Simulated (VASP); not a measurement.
# Mg2Ir (R-3m) in VASP: further runs

Runs on Mg2Ir. Level: PBE. Tasks: relaxation of cell and atoms, single point.

Program: VASP 6.6.1. These are calculated values, not measurements. Logs are shortened: lines on timing, memory, paths and dates and some standing lists are left out, and cuts for length are marked.

## (1) The cell of the first run

Symmetry: R-3m, No. 166, trigonal system. The conventional cell has a = 3.423 Å, b = 3.423 Å, c = 15.509 Å, α = 90.00°, β = 90.00°, γ = 120.00°. Within 3.1 Å of Mg (site symmetry 3m) lie 3 Ir at 2.36 Å. Within 3.1 Å of Ir (site symmetry -3m) lie 6 Mg at 2.36 Å.

## (2) Relaxation of cell and atoms, PBE

Input file INCAR:

```
SYSTEM = Mg2Ir
PREC = Accurate
ENCUT = 600
EDIFF = 1E-6
ISMEAR = 0
SIGMA = 0.1
LREAL = .FALSE.
LASPH = .TRUE.
NELM = 80
ALGO = Normal
ISIF = 3
LWAVE = .FALSE.
LCHARG = .FALSE.
GGA = PE
IBRION = 2
NSW = 90
EDIFFG = -0.04
```

Input file KPOINTS:

```
regular mesh
0
G
  6 6 6
  0 0 0
```

Input file POSCAR:

```
Mg2Ir
1.0
    1.7116831834      0.9882407467      5.1697210845
   -1.7116831834      0.9882407467      5.1697210845
    0.0000000000     -1.9764814934      5.1697210845
Mg Ir
2 1
Direct
    0.7500000000      0.7500000000      0.7500000000
    0.2500000000      0.2500000000      0.2500000000
    0.0000000000      0.0000000000      0.0000000000
```

Potentials or basis: VASP PAW PBE potentials, release 64 (Mg, Ir).

Run with:

```bash
cat potpaw_PBE.64/Mg/POTCAR potpaw_PBE.64/Ir/POTCAR > POTCAR
mpirun -np 1 vasp_std > vasp.out
```

OUTCAR:

```text
SYSTEM = Mg2Ir
   PREC = Accurate
   ENCUT = 600
   EDIFF = 1E-6
   ISMEAR = 0
   LREAL = .FALSE.
   LASPH = .TRUE.
   NELM = 80
   ISIF = 3
   GGA = PE
   IBRION = 2
   NSW = 90
   EDIFFG = -0.04

 ion  position               nearest neighbor table
   1  0.750  0.750  0.750-   3 2.36   3 2.36   3 2.36   2 3.25   2 3.25   2 3.25   2 3.25   2 3.25
                             2 3.25
   2  0.250  0.250  0.250-   3 2.36   3 2.36   3 2.36   1 3.25   1 3.25   1 3.25   1 3.25   1 3.25
                             1 3.25
   3  0.000  0.000  0.000-   1 2.36   2 2.36   1 2.36   1 2.36   2 2.36   2 2.36

  LATTYP: Found a trigonal (rhomboedric) cell.
 ALAT       =     5.5346630598
 COS(alpha) =     0.8087090652

  Lattice vectors:

 A1 = (   1.7116831834,   0.9882407467,   5.1697210845)
 A2 = (  -1.7116831834,   0.9882407467,   5.1697210845)
 A3 = (   0.0000000000,  -1.9764814934,   5.1697210845)

Analysis of symmetry for initial positions (statically):
=====================================================================
 Subroutine PRICEL returns:
 Original cell was already a primitive cell.

 Routine SETGRP: Setting up the symmetry group for a
 trigonal (rhombohedral) supercell.

 Subroutine GETGRP returns: Found 12 space group operations
 (whereof 12 operations were pure point group operations)
 out of a pool of 12 trial point group operations.

The static configuration has the point symmetry D_3d.

Analysis of symmetry for dynamics (positions and initial velocities):
=====================================================================
 Subroutine PRICEL returns:
 Original cell was already a primitive cell.

 Routine SETGRP: Setting up the symmetry group for a
 trigonal (rhombohedral) supercell.

 Subroutine GETGRP returns: Found 12 space group operations
 (whereof 12 operations were pure point group operations)
 out of a pool of 12 trial point group operations.

The dynamic configuration has the point symmetry D_3d.

 Subroutine INISYM returns: Found 12 space group operations
 (whereof 12 operations are pure point group operations),
 and found     1 'primitive' translations

----------------------------------------------------------------------------------------

                                     Primitive cell

  volume of cell :      52.4692

  direct lattice vectors                    reciprocal lattice vectors
     1.711683183  0.988240747  5.169721084     0.292110132  0.168649863  0.064478011
    -1.711683183  0.988240747  5.169721084    -0.292110132  0.168649863  0.064478011
     0.000000000 -1.976481493  5.169721084     0.000000000 -0.337299726  0.064478011

  length of vectors
     5.534663060  5.534663060  5.534663060     0.343407221  0.343407221  0.343407221

  position of ions in fractional coordinates (direct lattice)
     0.750000000  0.750000000  0.750000000
     0.250000000  0.250000000  0.250000000
     0.000000000  0.000000000  0.000000000

  ion indices of the primitive-cell ions
   primitive index   ion index
                 1           1
                 2           2
                 3           3

----------------------------------------------------------------------------------------

 KPOINTS: regular mesh

Automatic generation of k-mesh.
 Grid dimensions read from file:
 generate k-points for:    6    6    6

 Generating k-lattice:

  Cartesian coordinates                     Fractional coordinates (reciprocal lattice)
     0.048685022  0.028108311  0.010746335     0.166666667  0.000000000  0.000000000
    -0.048685022  0.028108311  0.010746335     0.000000000  0.166666667  0.000000000
     0.000000000 -0.056216621  0.010746335     0.000000000  0.000000000  0.166666667

  Length of vectors
     0.057234537  0.057234537  0.057234537

  Shift w.r.t. Gamma in fractional coordinates (k-lattice)
     0.000000000  0.000000000  0.000000000

 Subroutine IBZKPT returns following result:
 ===========================================

 Found     32 irreducible k-points:

 Following reciprocal coordinates:
            Coordinates               Weight
  0.000000  0.000000  0.000000      1.000000
  0.166667  0.000000 -0.000000      6.000000
  0.333333 -0.000000  0.000000      6.000000
  0.500000 -0.000000  0.000000      3.000000
  0.166667  0.166667 -0.000000      6.000000
  0.333333  0.166667  0.000000     12.000000
[... 16 lines left out ...]
  0.500000  0.500000  0.166667      6.000000
 -0.333333  0.500000  0.166667     12.000000
 [... further k-points ...]
   k-points           NKPTS =     32   k-points in BZ     NKDIM =     32   number of bands    NBANDS=     10
   number of dos      NEDOS =    301   number of ions     NIONS =      3
   total plane-waves  NPLWV = 110592
   dimension x,y,z NGX =    48 NGY =   48 NGZ =   48
   dimension x,y,z NGXF=    96 NGYF=   96 NGZF=   96
   ions per type =               2   1
   NGX,Y,Z   is equivalent  to a cutoff of  14.42, 14.42, 14.42 a.u.
   NGXF,Y,Z  is equivalent  to a cutoff of  28.84, 28.84, 28.84 a.u.
 SYSTEM =  Mg2Ir
   PREC   = accura    normal or accurate (medium, high low for compatibility)
   ISTART =      0    job   : 0-new  1-cont  2-samecut
   ICHARG =      2    charge: 1-file 2-atom 10-const
   ISPIN  =      1    spin polarized calculation?
   LNONCOLLINEAR =      F non collinear calculations
   LSORBIT =      F    spin-orbit coupling
   LASPH  =      T    aspherical Exc in radial PAW
   ENCUT  =  600.0 eV  44.10 Ry    6.64 a.u.  11.05 11.05 11.05*2*pi/ulx,y,z
   NELM   =     80;   NELMIN=  2; NELMDL= -5     # of ELM steps
   EDIFF  = 0.1E-05   stopping-criterion for ELM
   LREAL  =      F    real-space projection
   EDIFFG = -.4E-01   stopping-criterion for IOM
   NSW    =     90    number of steps for IOM
   IBRION =      2    ionic relax: 0-MD 1-quasi-New 2-CG
   NFREE  =      1    steps in history (QN), initial steepest desc. (CG)
   ISIF   =      3    stress and relaxation
   ISYM   =      2    0-nonsym 1-usesym 2-fastsym
   POTIM  = 0.5000    time-step for ionic-motion
   TEBEG  =    0.0;   TEEND  =   0.0 temperature during run
   PSTRESS=    0.0 pullay stress
   NELECT =      13.0000    total number of electrons
   NUPDOWN=      -1.0000    fix difference up-down
   EMIN   =  10.00;   EMAX   =-10.00  energy-range for DOS
   EFERMI =   0.00;   METHOD = LEGACY
   ISMEAR =     0;   SIGMA  =   0.10  broadening in eV -4-tet -1-fermi 0-gaus
   EFERMI_NEDOS =   21; number of points for ismear=-14 and -15
   IALGO  =     38    algorithm
   IMIX   =      4    mixing-type and parameters
     AMIX     =   0.40;   BMIX     =  1.00
     AMIX_MAG =   1.60;   BMIX_MAG =  1.00
  volume/ion in A,a.u.               =      17.49       118.03
  Fermi-wavevector in a.u.,A,eV,Ry     =   1.028224  1.943062 14.384689  1.057245
  Thomas-Fermi vector in A             =   2.162210
   LORBIT       =      0    0 simple, 1 ext, 2 COOP (PROOUT), +10 PAW based schemes
   GGA     = PE    functional components
   LHFCALC =     F    Hartree Fock is set to
   AEXX    =    0.0000 exact exchange contribution
   IVDW    =     0    specifies the selected vdW correction
   LEPSILON=     F    determine dielectric tensor
   LRPA    =     F    only Hartree local field effects (RPA)
 conjugate gradient relaxation of ions
 non-spin polarized calculation
 Gauss-broadening in eV      SIGMA  =   0.10
  energy-cutoff  :      600.00
  volume of cell :       52.47
 maximum number of plane-waves:      1768
 NGX is ok and might be reduce to    48

--------------------------------------- Ionic step        1  -------------------------------------------

 number of electron      13.0000000 magnetization

 Free energy of the ion-electron system (eV)
  ---------------------------------------------------
  ext. energy  EPLUGINS =         0.00000000
  ---------------------------------------------------
  free energy    TOTEN  =       -10.06144426 eV

  energy without entropy =      -10.05105342  energy(sigma->0) =      -10.05624884

------------------------ aborting loop because EDIFF is reached ----------------------------------------

  FORCE on cell =-STRESS in cart. coord.  units (eV):
  Direction    XX          YY          ZZ          XY          YZ          ZX
  --------------------------------------------------------------------------------------
  -------------------------------------------------------------------------------------
  Total        8.5154717      8.5154717      7.9398419      0.0000000     -0.0000000      0.0000000
  in kB      260.0248098    260.0248098    242.4476234      0.0000000     -0.0000000      0.0000000
  external PRESSURE =     254.1657477 kB  Pullay stress =       0.0000000 kB
[... 92 lines left out ...]
  FREE ENERGIE OF THE ION-ELECTRON SYSTEM (eV)
  ---------------------------------------------------
  free  energy   TOTEN  =       -11.1223000503 eV

  energy  without entropy=      -11.1086138745  energy(sigma->0) =      -11.11545696

 E-fermi :   3.4992     XC(G=0):  -9.7419

 val. band max:        3.4510144093   @ k =  -0.3333   0.1667   0.1667
 cond. band min:       3.5321269707   @ k =  -0.3333   0.3333   0.0000
 fundamental gap:      0.0811125614
 Fermi energy:         3.4991778631

 k-point     1 :       0.0000    0.0000    0.0000
  band No.  band energies     occupation
      1      -3.5951      2.00000
      2      -0.0907      2.00000
      3       1.5682      2.00000
      4       1.5682      2.00000
      5       2.1506      2.00000
      6       2.3475      2.00000
      7       2.3475      2.00000
      8       3.7906      0.00004
      9      12.6249      0.00000
     10      12.6249      0.00000
[... 287 lines left out ...]
 k-point    24 :      -0.3333    0.5000    0.1667
  band No.  band energies     occupation
      1      -0.0321      2.00000
      2       0.2383      2.00000
      3       1.1842      2.00000
      4       1.4320      2.00000
      5       1.7804      2.00000
      6       2.5297      2.00000
      7       3.5873      0.21269
      8       4.5235      0.00000
      9       6.1206      0.00000
     10       7.2667      0.00000

 [... further k-points ...]

[... ionic steps 4 to 21 ...]

--------------------------------------- Ionic step       22  -------------------------------------------

 number of electron      12.9999999 magnetization

------------------------ aborting loop because EDIFF is reached ----------------------------------------

  FORCE on cell =-STRESS in cart. coord.  units (eV):
  Direction    XX          YY          ZZ          XY          YZ          ZX
  --------------------------------------------------------------------------------------
  -------------------------------------------------------------------------------------
  Total        0.5170129      0.5170129     -0.1047402      0.0000000      0.0000000     -0.0000000
  in kB       15.9685888     15.9685888     -3.2350316      0.0000000      0.0000000     -0.0000000
  external PRESSURE =       9.5673820 kB  Pullay stress =       0.0000000 kB
[... 59 lines left out ...]
  energy  without entropy=      -12.2301395544  energy(sigma->0) =      -12.23567258

--------------------------------------- Ionic step       24  -------------------------------------------

 number of electron      13.0000000 magnetization

 Free energy of the ion-electron system (eV)
  ---------------------------------------------------
  ext. energy  EPLUGINS =         0.00000000
  ---------------------------------------------------
  free energy    TOTEN  =       -12.24278605 eV

  energy without entropy =      -12.23216822  energy(sigma->0) =      -12.23747713

 E-fermi :   4.7851     XC(G=0): -10.4110

 val. band max:        4.6859359903   @ k =  -0.1667   0.1667   0.0000
 cond. band min:       4.8268841024   @ k =  -0.3333   0.3333   0.3333
 fundamental gap:      0.1409481121
 Fermi energy:         4.7850555630

 k-point     1 :       0.0000    0.0000    0.0000
  band No.  band energies     occupation
      1      -3.3537      2.00000
      2      -0.5418      2.00000
      3       0.6102      2.00000
      4       2.5440      2.00000
      5       2.7740      2.00000
      6       2.7740      2.00000
      7       4.3776      2.00000
      8       4.3776      2.00000
      9       9.7452      0.00000
     10      12.7950      0.00000
[... 329 lines left out ...]
  FREE ENERGIE OF THE ION-ELECTRON SYSTEM (eV)
  ---------------------------------------------------
  free  energy   TOTEN  =       -12.2427860500 eV

  energy  without entropy=      -12.2321682178  energy(sigma->0) =      -12.23747713

 reached required accuracy - stopping structural energy minimisation
```

Wall time 20 min (1 thread of Intel Xeon 8259CL, shared host); peak memory 0.39 GiB.

What came out:

```yaml
Free_energy: -12.2428 eV
Energy_gained_by_relaxing: 727.1 meV/atom
Ionic_steps: 24
Pressure_after_relaxing: 0.1 GPa
Largest_force_after_relaxing: 0.003 eV/Å
Band_gap_on_the_k_mesh: zero (an odd number of electrons rules out a gap without spin polarisation)
```

Forces on the atoms (eV/Å):
```
Mg   0.000  0.000 -0.003
Mg   0.000  0.000  0.003
Ir   0.000  0.000  0.000
```

The path:
```csv
step,energy change (eV),largest force (eV/Å),pressure (GPa),volume (Å³)
1,0.0000,3.3492,25.42,52.47
2,-0.5400,0.7390,-10.02,76.48
3,-1.0609,0.4673,-1.65,64.63
4,-1.0617,0.5185,-1.22,64.29
5,-1.0616,0.5572,-0.90,64.03
6,-1.1007,0.5125,-0.85,63.09
7,-1.2179,0.3716,-0.76,60.30
8,-1.3844,0.5105,0.60,54.82
9,-1.4047,0.5990,0.60,54.49
10,-1.4667,0.9782,0.79,53.48
11,-1.5146,1.7709,1.99,51.39
12,-1.5768,1.8575,1.90,51.03
13,-1.7056,2.0478,2.47,49.81
14,-1.4489,2.2226,10.23,46.78
15,-1.7120,2.1523,3.15,49.27
16,-1.8193,1.8658,2.18,49.73
17,-2.0461,1.1647,-0.12,51.09
18,-2.1478,0.1144,-2.32,53.82
19,-2.1566,0.2723,-2.08,53.27
20,-2.1569,0.3250,-1.98,53.08
21,-2.1734,0.1526,-0.10,52.28
22,-2.1757,0.0536,0.96,51.87
23,-2.1798,0.0336,0.55,52.15
24,-2.1813,0.0030,0.11,52.47
```

Final structure:
```
CELL_PARAMETERS angstrom
1.48889 0.85961 6.83312
-1.48889 0.85961 6.83312
0.00000 -1.71923 6.83312
ATOMIC_POSITIONS crystal
Mg 0.76762 0.76762 0.76762
Mg 0.23238 0.23238 0.23238
Ir 0.00000 0.00000 0.00000
```

Levels at points of the mesh, in eV from the Fermi level:
| k point | band 4 | band 5 | band 6 | band 7 | band 8 | band 9 |
| --- | --- | --- | --- | --- | --- | --- |
| (0.00, 0.00, 0.00) | -2.24 | -2.01 | -2.01 | -0.41 | -0.41 | 4.96 |
| (0.50, 0.00, 0.00) | -1.68 | -1.08 | 0.23 | 0.69 | 0.98 | 2.67 |
| (0.50, 0.50, 0.00) | -1.13 | -1.08 | -0.71 | 0.19 | 0.98 | 3.44 |
| (0.50, 0.50, 0.50) | -2.01 | -2.01 | -0.46 | -0.41 | -0.41 | 2.22 |

Caveat: a cell axis changed by over 15 % at a fixed basis, so the end point is rough; spin-orbit coupling is left out, which moves the levels of the heavy elements.

## (3) Single point, PBE

This run uses another cell than the first one, of the same volume but with other edges.

Input file INCAR:

```
SYSTEM = Mg2Ir
PREC = Accurate ; ENCUT = 520
EDIFF = 1E-6 ; ISMEAR = 0
SIGMA = 0.1 ; LREAL = .False.
LASPH = .True. ; NELM = 80
ALGO = Fast ; ISIF = 2
LWAVE = .False. ; LCHARG = .False.
GGA = PE ; NBANDS = 14
```

Input file KPOINTS:

```
regular mesh
0
Gamma
  18 18 18
  0 0 0
```

Input file POSCAR:

```
Mg2Ir
1.0
    1.4840502854      0.8568168317      6.8726191021
   -1.4840502854      0.8568168317      6.8726191021
    0.0000000000     -1.7136336635      6.8726191021
Mg Ir
2 1
Direct
    0.7675822238      0.7675822238      0.7675822238
    0.2324177762      0.2324177762      0.2324177762
    0.0000000000      0.0000000000      0.0000000000
```

Potentials or basis: VASP PAW PBE potentials, release 64 (Mg, Ir).

Run with:

```bash
cat potpaw_PBE.64/Mg/POTCAR potpaw_PBE.64/Ir/POTCAR > POTCAR
mpirun -np 1 vasp_std > vasp.out
```

Wall time 61 min (1 thread of Intel Xeon 8259CL, shared host); peak memory 0.79 GiB.

It converged, with:

```yaml
Free_energy: -12.2484 eV
Pressure: -0.1 GPa
Largest_force: 0.006 eV/Å
Band_gap_on_the_k_mesh: zero (an odd number of electrons rules out a gap without spin polarisation)
```

Forces in eV/Å, atoms in the order of the input:
```
Mg   0.000  0.000 -0.006
Mg   0.000  0.000  0.006
Ir   0.000  0.000  0.000
```

Stress tensor (GPa, compression positive):
```
-0.04  0.00  0.00
 0.00 -0.04  0.00
 0.00  0.00 -0.32
```

Levels at points of the mesh, in eV from the Fermi level:
```
           k point  band 3  band 4  band 5  band 6  band 7  band 8  band 9  band 10
(0.00, 0.00, 0.00)   -4.25   -2.32   -2.07   -2.07   -0.43   -0.43    4.80     7.83
(0.50, 0.00, 0.00)   -2.90   -1.68   -1.10    0.21    0.67    0.96    2.63     3.42
(0.50, 0.50, 0.00)   -2.74   -1.12   -1.10   -0.73    0.17    0.96    3.40     3.45
(0.50, 0.50, 0.50)   -4.01   -2.07   -2.07   -0.55   -0.43   -0.43    2.08    10.28
```

Caveat: spin-orbit coupling is left out, which moves the levels of the heavy elements.

The gap in the log of VASP goes by the Fermi energy; the results here count the filled bands.